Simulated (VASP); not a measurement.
# Al12N11 (a cell with a defect) in VASP: notebook

Runs on Al12N11 (a cell with a defect). Level: PBE. Tasks: single point, relaxation of the atoms.

Everything below comes from runs of VASP 6.6.1. Logs are shortened: lines on timing, memory, paths and dates and some standing lists are left out, and cuts for length are marked.

### 1 The cell of the first run

The cell holds a defect, 23 atoms: a = 5.741 Å, b = 5.741 Å, c = 8.374 Å, α = 90.00°, β = 90.00°, γ = 120.00°.

### 2 Single point, PBE

INCAR reads:

```
SYSTEM = Al12N11
PREC = Accurate
ENCUT = 520
EDIFF = 1E-6
ISMEAR = 0
SIGMA = 0.05
LREAL = Auto
LASPH = .TRUE.
NELM = 60
ALGO = Normal
ISIF = 2
LWAVE = .FALSE.
LCHARG = .FALSE.
GGA = PE
NBANDS = 62
```

KPOINTS reads:

```
regular mesh
0
G
  6 6 2
  0 0 0
```

POSCAR reads:

```
Al12N11
1.0
    0.0000000000     -5.7405226851      0.0000000000
    4.9714384763      2.8702613426      0.0000000000
    0.0000000000      0.0000000000      8.3737655613
Al N
12 11
Direct
    0.3185066569      0.3333333014      0.3749999898
    0.3378538498      0.3333333014      0.8750000160
    0.6814934289      0.0148266946      0.3749999898
    0.6621461870     -0.0045204220      0.8750000160
   -0.0000000192      0.6518399082      0.3749999898
   -0.0000000438      0.6711872260      0.8750000160
    0.6666667111      0.6666666028      0.1325256830
    0.6666667111      0.6666666028      0.6174742966
    1.0000000007      0.3333333014      0.1128321534
    1.0000000007      0.3333333014      0.6371679456
    0.3333332473      0.9999999042      0.1325256830
    0.3333332473      0.9999999042      0.6174742966
    0.3300705865      0.3333333014      0.6252598024
    0.6699293483      0.0032626372      0.1247401772
    0.6699293483      0.0032626372      0.6252598024
   -0.0000000423      0.6634039656      0.1247401772
   -0.0000000423      0.6634039656      0.6252598024
    0.6666667111      0.6666666028      0.3749999898
    0.6666667111      0.6666666028      0.8750000160
    1.3300706413      0.3333333014      0.1247401772
    1.0000000007      0.3333333014      0.8750000160
    0.3333332473      0.9999999042      0.3749999898
    0.3333332473      0.9999999042      0.8750000160
```

Potentials or basis: VASP PAW PBE potentials, release 64 (Al, N).

Launch:

```sh
$ cat potpaw_PBE.64/Al/POTCAR potpaw_PBE.64/N/POTCAR > POTCAR
$ mpirun -np 1 vasp_std > vasp.out
```

OUTCAR:

```text
SYSTEM = Al12N11
   PREC = Accurate
   ENCUT = 520
   EDIFF = 1E-6
   ISMEAR = 0
   LREAL = Auto
   LASPH = .TRUE.
   NELM = 60
   ISIF = 2
   GGA = PE

 ion  position               nearest neighbor table
   1  0.319  0.333  0.375-  18 1.96  22 1.96  13 2.10  20 2.10   8 2.82   7 2.82  12 2.82  11 2.82
                             9 2.86  10 2.86   3 3.17   5 3.17
   2  0.338  0.333  0.875-  19 1.90  23 1.90  21 1.94  20 2.09  13 2.09  10 2.78   9 2.78   7 2.87
                            11 2.87   8 2.87  12 2.87   4 3.29   6 3.29   6 3.29   4 3.29   4 3.36
   3  0.681  0.015  0.375-  18 1.96  22 1.96  14 2.10  15 2.10   8 2.82   7 2.82  12 2.82  11 2.82
                             9 2.86  10 2.86   5 3.17   1 3.17
   4  0.662  0.995  0.875-  23 1.90  19 1.90  21 1.94  14 2.09  15 2.09  10 2.78   9 2.78  11 2.87
                            12 2.87   7 2.87   8 2.87   2 3.29   6 3.29   6 3.29   2 3.29   6 3.36
   5  1.000  0.652  0.375-  18 1.96  22 1.96  16 2.10  17 2.10   8 2.82   7 2.82  12 2.82  11 2.82
                             9 2.86  10 2.86   3 3.17   1 3.17
   6  1.000  0.671  0.875-  19 1.90  23 1.90  21 1.94  16 2.09  17 2.09  10 2.78   9 2.78   7 2.87
                            11 2.87   8 2.87  12 2.87   2 3.29   2 3.29   4 3.29   4 3.29   4 3.36
   7  0.667  0.667  0.133-  16 1.92  20 1.92  14 1.92  18 2.03  19 2.16   5 2.82   1 2.82   3 2.82
                             6 2.87   2 2.87   4 2.87  11 3.31  11 3.31  11 3.31   9 3.32   9 3.32
   8  0.667  0.667  0.617-  17 1.92  13 1.92  15 1.92  18 2.03  19 2.16   5 2.82   1 2.82   3 2.82
                             6 2.87   2 2.87   4 2.87  12 3.31  12 3.31  12 3.31  10 3.32  10 3.32
   9  0.000  0.333  0.113-  20 1.90  14 1.90  16 1.90  21 1.99   4 2.78   2 2.78   6 2.78   3 2.86
[... 4 lines left out ...]
                             6 2.87   2 2.87   4 2.87   7 3.31   7 3.31   7 3.31   9 3.32   9 3.32
  12  0.333  1.000  0.617-  17 1.92  13 1.92  15 1.92  22 2.03  23 2.16   5 2.82   1 2.82   3 2.82
                             6 2.87   2 2.87   4 2.87   8 3.31   8 3.31   8 3.31  10 3.32  10 3.32
  13  0.330  0.333  0.625-  10 1.90   8 1.92  12 1.92   2 2.09   1 2.10
  14  0.670  0.003  0.125-   9 1.90   7 1.92  11 1.92   4 2.09   3 2.10
  15  0.670  0.003  0.625-  10 1.90   8 1.92  12 1.92   4 2.09   3 2.10
  16  1.000  0.663  0.125-   9 1.90   7 1.92  11 1.92   6 2.09   5 2.10
  17  1.000  0.663  0.625-  10 1.90   8 1.92  12 1.92   6 2.09   5 2.10
  18  0.667  0.667  0.375-   5 1.96   1 1.96   3 1.96   8 2.03   7 2.03
  19  0.667  0.667  0.875-   6 1.90   2 1.90   4 1.90   7 2.16   8 2.16
  20  0.330  0.333  0.125-   9 1.90   7 1.92  11 1.92   2 2.09   1 2.10
  21  0.000  0.333  0.875-   4 1.94   2 1.94   6 1.94  10 1.99   9 1.99
  22  0.333  1.000  0.375-   5 1.96   1 1.96   3 1.96  12 2.03  11 2.03
  23  0.333  1.000  0.875-   6 1.90   2 1.90   4 1.90  11 2.16  12 2.16

  LATTYP: Found a hexagonal cell.
 ALAT       =     5.7405226851
 C/A-ratio  =     1.4587113440

  Lattice vectors:

 A1 = (   0.0000000000,  -5.7405226851,   0.0000000000)
 A2 = (   4.9714384763,   2.8702613426,   0.0000000000)
 A3 = (   0.0000000000,   0.0000000000,   8.3737655613)

Analysis of symmetry for initial positions (statically):
=====================================================================
 Subroutine PRICEL returns:
 Original cell was already a primitive cell.

 Routine SETGRP: Setting up the symmetry group for a
 hexagonal supercell.

 Subroutine GETGRP returns: Found 12 space group operations
 (whereof  2 operations were pure point group operations)
 out of a pool of 24 trial point group operations.

The static configuration has the point symmetry C_1h.
 The point group associated with its full space group is D_3h.

Analysis of symmetry for dynamics (positions and initial velocities):
=====================================================================
 Subroutine PRICEL returns:
 Original cell was already a primitive cell.

 Routine SETGRP: Setting up the symmetry group for a
 hexagonal supercell.

 Subroutine GETGRP returns: Found 12 space group operations
 (whereof  2 operations were pure point group operations)
 out of a pool of 24 trial point group operations.

The dynamic configuration has the point symmetry C_1h.
 The point group associated with its full space group is D_3h.

 Subroutine INISYM returns: Found 12 space group operations
 (whereof  2 operations are pure point group operations),
 and found     1 'primitive' translations

----------------------------------------------------------------------------------------

                                     Primitive cell

  volume of cell :     238.9760

  direct lattice vectors                    reciprocal lattice vectors
     0.000000000 -5.740522685  0.000000000     0.100574512 -0.174200165  0.000000000
     4.971438476  2.870261343  0.000000000     0.201149025  0.000000000  0.000000000
[... 79 lines left out ...]

 Found     14 irreducible k-points:

 Following reciprocal coordinates:
            Coordinates               Weight
  0.000000  0.000000  0.000000      1.000000
  0.166667 -0.000000  0.000000      6.000000
  0.333333 -0.000000  0.000000      6.000000
  0.500000 -0.000000  0.000000      3.000000
  0.166667  0.166667  0.000000      6.000000
  0.333333  0.166667  0.000000     12.000000
  0.333333  0.333333  0.000000      2.000000
  0.000000  0.000000  0.500000      1.000000
  0.166667 -0.000000  0.500000      6.000000
  0.333333 -0.000000  0.500000      6.000000
  0.500000 -0.000000  0.500000      3.000000
  0.166667  0.166667  0.500000      6.000000
  0.333333  0.166667  0.500000     12.000000
  0.333333  0.333333  0.500000      2.000000
   k-points           NKPTS =     14   k-points in BZ     NKDIM =     14   number of bands    NBANDS=     62
   number of dos      NEDOS =    301   number of ions     NIONS =     23
   total plane-waves  NPLWV = 147456
   dimension x,y,z NGX =    48 NGY =   48 NGZ =   64
   dimension x,y,z NGXF=    96 NGYF=   96 NGZF=  128
   ions per type =              12  11
   NGX,Y,Z   is equivalent  to a cutoff of  13.90, 13.90, 12.71 a.u.
   NGXF,Y,Z  is equivalent  to a cutoff of  27.80, 27.80, 25.41 a.u.
 SYSTEM =  Al12N11
   PREC   = accura    normal or accurate (medium, high low for compatibility)
   ISTART =      0    job   : 0-new  1-cont  2-samecut
   ICHARG =      2    charge: 1-file 2-atom 10-const
   ISPIN  =      1    spin polarized calculation?
   LNONCOLLINEAR =      F non collinear calculations
   LSORBIT =      F    spin-orbit coupling
   LASPH  =      T    aspherical Exc in radial PAW
   ENCUT  =  520.0 eV  38.22 Ry    6.18 a.u.  10.67 10.67 15.57*2*pi/ulx,y,z
   NELM   =     60;   NELMIN=  2; NELMDL= -5     # of ELM steps
   EDIFF  = 0.1E-05   stopping-criterion for ELM
   LREAL  =      T    real-space projection
   EDIFFG = 0.1E-04   stopping-criterion for IOM
   NSW    =      0    number of steps for IOM
   IBRION =     -1    ionic relax: 0-MD 1-quasi-New 2-CG
   NFREE  =      0    steps in history (QN), initial steepest desc. (CG)
   ISIF   =      2    stress and relaxation
   ISYM   =      2    0-nonsym 1-usesym 2-fastsym
   POTIM  = 0.5000    time-step for ionic-motion
   TEBEG  =    0.0;   TEEND  =   0.0 temperature during run
   PSTRESS=    0.0 pullay stress
   NELECT =      91.0000    total number of electrons
   NUPDOWN=      -1.0000    fix difference up-down
   EMIN   =  10.00;   EMAX   =-10.00  energy-range for DOS
   EFERMI =   0.00;   METHOD = LEGACY
   ISMEAR =     0;   SIGMA  =   0.05  broadening in eV -4-tet -1-fermi 0-gaus
   EFERMI_NEDOS =   21; number of points for ismear=-14 and -15
   IALGO  =     38    algorithm
   IMIX   =      4    mixing-type and parameters
     AMIX     =   0.40;   BMIX     =  1.00
     AMIX_MAG =   1.60;   BMIX_MAG =  1.00
  volume/ion in A,a.u.               =      10.39        70.12
  Fermi-wavevector in a.u.,A,eV,Ry     =   1.186599  2.242346 19.157226  1.408016
  Thomas-Fermi vector in A             =   2.322768
   LORBIT       =      0    0 simple, 1 ext, 2 COOP (PROOUT), +10 PAW based schemes
   GGA     = PE    functional components
   LHFCALC =     F    Hartree Fock is set to
   AEXX    =    0.0000 exact exchange contribution
   IVDW    =     0    specifies the selected vdW correction
   LEPSILON=     F    determine dielectric tensor
   LRPA    =     F    only Hartree local field effects (RPA)
 non-spin polarized calculation
 Gauss-broadening in eV      SIGMA  =   0.05
  energy-cutoff  :      520.00
  volume of cell :      238.98
 maximum number of plane-waves:      6450
 NGX is ok and might be reduce to    48
   NGX = 21   NGY = 21   NGZ = 31

 number of electron      90.9999983 magnetization

 Free energy of the ion-electron system (eV)
  ---------------------------------------------------
  ext. energy  EPLUGINS =         0.00000000
  ---------------------------------------------------
  free energy    TOTEN  =      -162.08235360 eV

  energy without entropy =     -162.07051840  energy(sigma->0) =     -162.07643600

 E-fermi :  10.5395     XC(G=0): -11.0395

 val. band max:       10.5256319911   @ k =   0.3333   0.1667   0.5000
 cond. band min:      10.5647869269   @ k =   0.3333   0.1667   0.0000
 fundamental gap:      0.0391549358
 Fermi energy:        10.5395075197

 k-point     1 :       0.0000    0.0000    0.0000
  band No.  band energies     occupation
      1      -9.0030      2.00000
      2      -7.7387      2.00000
      3      -7.4077      2.00000
      4      -6.6539      2.00000
      5      -6.6538      2.00000
      6      -6.6481      2.00000
[... 829 lines left out ...]
     56      13.5175      0.00000
     57      13.8819      0.00000
 [bands above 57 left out]

------------------------ aborting loop because EDIFF is reached ----------------------------------------

  FORCE on cell =-STRESS in cart. coord.  units (eV):
  Direction    XX          YY          ZZ          XY          YZ          ZX
  --------------------------------------------------------------------------------------
  -------------------------------------------------------------------------------------
  Total       -1.4499271     -1.4499271      2.0925835     -0.0000000     -0.0000000      0.0000000
  in kB       -9.7208096     -9.7208096     14.0293994     -0.0000000     -0.0000000      0.0000000
  external PRESSURE =      -1.8040732 kB  Pullay stress =       0.0000000 kB

 VOLUME and BASIS-vectors are now :
 -----------------------------------------------------------------------------
  energy-cutoff  :      520.00
  volume of cell :      238.98
      direct lattice vectors                 reciprocal lattice vectors
     0.000000000 -5.740522685  0.000000000     0.100574512 -0.174200165  0.000000000
     4.971438476  2.870261343  0.000000000     0.201149025  0.000000000  0.000000000
     0.000000000  0.000000000  8.373765561     0.000000000  0.000000000  0.119420587

 POSITION                                       TOTAL-FORCE (eV/Angst)
 -----------------------------------------------------------------------------------
      1.65715     -0.87164      3.14016         0.000000     -0.015037     -0.000000
      1.65715     -0.98270      7.32705         0.000000     -0.004185     -0.000000
      0.07371     -3.86957      3.14016        -0.013023      0.007519     -0.000000
      4.94897     -0.94378      7.32705        -0.003625      0.002093     -0.000000
      3.24058     -3.86957      3.14016         0.013023      0.007519     -0.000000
      3.33677     -3.81404      7.32705         0.003625      0.002093     -0.000000
[... 15 lines left out ...]
      4.97144      0.95675      3.14016         0.000000      0.000000     -0.000000
      4.97144      0.95675      7.32705         0.000000      0.000000     -0.000000
 -----------------------------------------------------------------------------------
    total drift:                                0.000129     -0.000906     -0.000454

  FREE ENERGIE OF THE ION-ELECTRON SYSTEM (eV)
  ---------------------------------------------------
  free  energy   TOTEN  =      -162.0823535958 eV

  energy  without entropy=     -162.0705183989  energy(sigma->0) =     -162.07643600
```

Wall time 13 min (1 thread of Intel Xeon 8259CL, shared host); peak memory 0.43 GiB.

Results:

| Property | Result |
| --- | --- |
| Free energy | -162.0824 eV |
| Pressure | -0.2 GPa |
| Largest force | 0.015 eV/Å |
| Band gap on the k mesh | zero (an odd number of electrons rules out a gap without spin polarisation) |

Forces on the atoms (eV/Å):
```
Al   0.000 -0.015  0.000
Al   0.000 -0.004  0.000
Al  -0.013  0.008  0.000
Al  -0.004  0.002  0.000
Al   0.013  0.008  0.000
Al   0.004  0.002  0.000
Al   0.000  0.000  0.012
Al   0.000  0.000 -0.012
Al   0.000  0.000 -0.001
Al   0.000  0.000  0.001
Al   0.000  0.000  0.012
Al   0.000  0.000 -0.012
N    0.000  0.002  0.003
N    0.002 -0.001 -0.003
N    0.002 -0.001  0.003
N   -0.002 -0.001 -0.003
N   -0.002 -0.001  0.003
N    0.000  0.000  0.000
N    0.000  0.000  0.000
N    0.000  0.002 -0.003
N    0.000  0.000  0.000
N    0.000  0.000  0.000
N    0.000  0.000  0.000
```

Levels at points of the mesh, in eV from the Fermi level:
```tsv
k point	band 41	band 42	band 43	band 44	band 45	band 46	band 47	band 48	band 49	band 50
(0.00, 0.00, 0.00)	-3.87	-3.87	-3.72	-3.66	-3.33	0.53	0.53	1.03	1.18	1.71
(0.50, 0.00, 0.00)	-4.47	-4.45	-4.32	-4.24	-2.95	0.07	0.14	0.83	1.16	2.33
(0.00, 0.00, 0.50)	-4.64	-4.64	-4.63	-4.53	-2.57	0.22	0.32	0.32	1.98	1.99
(0.50, 0.00, 0.50)	-4.24	-4.00	-3.91	-3.87	-3.39	-0.02	0.36	1.00	1.87	2.01
```

Caveat: the k points lie up to 0.38 Å⁻¹ apart, too coarse for converged energies and pressures of a metal; an odd number of electrons without spin polarisation forces a metal; a magnetic or distorted state may lie lower.

### 3 Relaxation of the atoms, PBE (atoms taken out)

INCAR reads:

```
PREC = Accurate ; ENCUT = 520
EDIFF = 1E-6 ; ISMEAR = 0
SIGMA = 0.05 ; LREAL = Auto
LASPH = T ; NELM = 60
ALGO = Fast ; ISIF = 2
LWAVE = F ; LCHARG = F
GGA = PE ; IBRION = 2
NSW = 70 ; EDIFFG = -0.02
```

KPOINTS reads:

```
Automatic mesh
0
Gamma
  6 6 2
```

POSCAR reads:

```
Al12N11
1.0
    0.0000000000     -5.7405226851      0.0000000000
    4.9714384763      2.8702613426      0.0000000000
    0.0000000000      0.0000000000      8.3737655613
Al N
12 11
Direct
    0.3333333333      0.3333333333      0.3750000000
    0.3333333333      0.3333333333      0.8750000000
    0.6666666667      0.0000000000      0.3750000000
    0.6666666667      0.0000000000      0.8750000000
    0.0000000000      0.6666666667      0.3750000000
    0.0000000000      0.6666666667      0.8750000000
    0.6666666667      0.6666666667      0.1250000000
    0.6666666667      0.6666666667      0.6250000000
    1.0000000000      0.3333333333      0.1250000000
    1.0000000000      0.3333333333      0.6250000000
    0.3333333333      1.0000000000      0.1250000000
    0.3333333333      1.0000000000      0.6250000000
    0.3333333333      0.3333333333      0.6250000000
    0.6666666667      0.0000000000      0.1250000000
    0.6666666667      0.0000000000      0.6250000000
    0.0000000000      0.6666666667      0.1250000000
    0.0000000000      0.6666666667      0.6250000000
    0.6666666667      0.6666666667      0.3750000000
    0.6666666667      0.6666666667      0.8750000000
    1.3333333333      0.3333333333      0.1250000000
    1.0000000000      0.3333333333      0.8750000000
    0.3333333333      1.0000000000      0.3750000000
    0.3333333333      1.0000000000      0.8750000000
```

Potentials or basis: VASP PAW PBE potentials, release 64 (Al, N).

Launch:

```sh
$ cat potpaw_PBE.64/Al/POTCAR potpaw_PBE.64/N/POTCAR > POTCAR
$ mpirun -np 1 vasp_std > vasp.out
```

Wall time 42 min (1 thread of Oxide Virtual Turin-like, shared host); peak memory 0.44 GiB.

It converged, with:

| Property | Result |
| --- | --- |
| Free energy | -162.0824 eV |
| Energy gained by relaxing | 6.2 meV/atom |
| Ionic steps | 10 |
| Pressure after relaxing | -0.2 GPa |
| Largest force after relaxing | 0.010 eV/Å |
| Band gap on the k mesh | zero (an odd number of electrons rules out a gap without spin polarisation) |

Forces in eV/Å, atoms in the order of the input:
```
Al   0.000  0.010  0.000
Al   0.000 -0.001  0.000
Al   0.008 -0.005  0.000
Al  -0.001  0.000  0.000
Al  -0.008 -0.005  0.000
Al   0.001  0.000  0.000
Al   0.000  0.000  0.000
Al   0.000  0.000  0.000
Al   0.000  0.000 -0.001
Al   0.000  0.000  0.001
Al   0.000  0.000  0.000
Al   0.000  0.000  0.000
N    0.000  0.000  0.005
N    0.000  0.000 -0.005
N    0.000  0.000  0.005
N    0.000  0.000 -0.005
N    0.000  0.000  0.005
N    0.000  0.000  0.000
N    0.000  0.000  0.000
N    0.000  0.000 -0.005
N    0.000  0.000  0.000
N    0.000  0.000  0.000
N    0.000  0.000  0.000
```

Stress tensor (GPa, compression positive):
```
-0.95  0.00  0.00
 0.00 -0.95  0.00
 0.00  0.00  1.40
```

The path:
| step | energy change (eV) | largest force (eV/Å) | pressure (GPa) |
| --- | --- | --- | --- |
| 1 | 0.0000 | 0.4235 | 0.34 |
| 2 | -0.0555 | 0.3479 | 0.23 |
| 3 | -0.0659 | 0.3930 | 0.20 |
| 4 | -0.1078 | 0.2273 | 0.01 |
| 5 | -0.1340 | 0.1567 | -0.26 |
| 6 | -0.1408 | 0.0772 | -0.23 |
| 7 | -0.1409 | 0.0755 | -0.22 |
| 8 | -0.1416 | 0.0332 | -0.17 |
| 9 | -0.1417 | 0.0302 | -0.18 |
| 10 | -0.1417 | 0.0095 | -0.16 |

Final structure:
```
Al N
1.0
     0.00000   -5.74052    0.00000
     4.97144    2.87026    0.00000
     0.00000    0.00000    8.37377
Al N
12 11
Cartesian
  1.6571 -0.8736 3.1402
  1.6571 -0.9828 7.3270
  0.0720 -3.8686 3.1402
  4.9489 -0.9437 7.3270
  3.2423 1.8719 3.1402
  3.3369 1.9265 7.3270
  3.3143 -1.9135 1.1102
  3.3143 -1.9135 5.1701
  1.6571 -4.7838 0.9458
  1.6571 -4.7838 5.3346
  4.9714 0.9568 1.1102
  4.9714 0.9568 5.1701
  1.6571 -0.9382 5.2353
  0.0161 -3.8363 1.0450
  0.0161 -3.8363 5.2353
  3.2982 1.9042 1.0450
  3.2982 1.9042 5.2353
  3.3143 -1.9135 3.1402
  3.3143 -1.9135 7.3270
  1.6571 -0.9382 1.0450
  1.6571 -4.7838 7.3270
  4.9714 0.9568 3.1402
  4.9714 0.9568 7.3270
```

Levels at points of the mesh, in eV from the Fermi level:
| k point | band 42 | band 43 | band 44 | band 45 | band 46 | band 47 | band 48 | band 49 |
| --- | --- | --- | --- | --- | --- | --- | --- | --- |
| (0.00, 0.00, 0.00) | -3.88 | -3.71 | -3.66 | -3.33 | 0.53 | 0.53 | 1.03 | 1.18 |
| (0.50, 0.00, 0.00) | -4.46 | -4.32 | -4.24 | -2.95 | 0.07 | 0.14 | 0.83 | 1.16 |
| (0.00, 0.00, 0.50) | -4.65 | -4.63 | -4.54 | -2.57 | 0.22 | 0.32 | 0.32 | 1.97 |
| (0.50, 0.00, 0.50) | -4.01 | -3.92 | -3.87 | -3.39 | -0.01 | 0.36 | 1.00 | 1.87 |

Caveat: the k points lie up to 0.38 Å⁻¹ apart, too coarse for converged energies and pressures of a metal; the cell differs from its parent crystal (atoms taken out); an odd number of electrons without spin polarisation forces a metal; a magnetic or distorted state may lie lower.

The gap in the log of VASP goes by the Fermi energy; the results here count the filled bands.